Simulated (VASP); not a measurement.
A run of VASP 6.6.1:

The input INCAR:

```
SYSTEM = Cl
PREC = Accurate ; ENCUT = 520
EDIFF = 1E-7 ; ISMEAR = -1
SIGMA = 0.13605693000000002 ; LREAL = .FALSE.
LASPH = .TRUE. ; NELM = 100
ALGO = Normal ; ISIF = 2
LWAVE = .FALSE. ; LCHARG = .FALSE.
GGA = CA ; NBANDS = 10
```

File KPOINTS:

```
regular mesh
0
G
  12 12 12
  0 0 0
```

Contents of POSCAR:

```
Cl
1.0
    2.7526915796      0.0000000000      0.0000000000
    0.0000000000      2.7526915796      0.0000000000
    0.0000000000      0.0000000000      2.7526915796
Cl
1
Direct
    0.0000000000      0.0000000000      0.0000000000
```

Potentials or basis: VASP PAW LDA potentials, release 64 (Cl).

The run is started by

```sh
$ cat potpaw_LDA.64/Cl/POTCAR > POTCAR
$ mpirun -np 1 vasp_std > vasp.out
```

Hardware: 1 thread of Intel(R) Xeon(R) Platinum 8488C (Sapphire Rapids), with other jobs on the host.

Question: Estimate the wall time of this run.

Answer: Run time: 8 s on 1 thread of Intel(R) Xeon(R) Platinum 8488C (Sapphire Rapids), on a shared host, peak memory 0.12 GiB. Counts: scf iterations 11, k points 84.
